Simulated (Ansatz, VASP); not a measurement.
## One calculation of MoS2, two programs

```
Mo S
1.0
     3.22746    0.00000    0.00000
    -1.61373    2.79507    0.00000
     0.00000    0.00000    6.31247
Mo S
1 2
Direct
  0.00000 0.00000 0.50000
  0.66667 0.33333 0.74468
  0.33333 0.66667 0.25532
```

Alike in both runs: task single point; functional PBE-based screened hybrid; k mesh 5 × 5 × 2; occupations fermi-dirac, width 0.05 eV; no spin polarisation.

|  | VASP | Ansatz |
| --- | --- | --- |
| version | VASP 6.6.1 | Ansatz 0.2.0 |
| potentials or method | VASP PAW PBE potentials, release 64 (Mo_sv, S) | Ansatz PAW |
| plane-wave cutoff (eV) | 520 | 420 |
| valence electrons in the cell | 26 | 26 |

```tsv
	VASP	Ansatz	Ansatz less VASP
gap on the k mesh at the Fermi level (eV)	none	none	-
pressure (GPa)	-3.4	-3.2	+0.21
traceless stress, the component that is largest in VASP (GPa)	0.23	0.21	-0.014
rms of the force components (eV/Å)	0.179	0.170	-0.0085
```

VASP's potentials were made for PBE, not for PBE-based screened hybrid. Atom by atom the forces differ by 0.009 eV/Å (rms over components). A gap of «none» marks a metal or a gap that the smearing closes.

The k mesh is coarse, so the values compare programs but aren't converged.
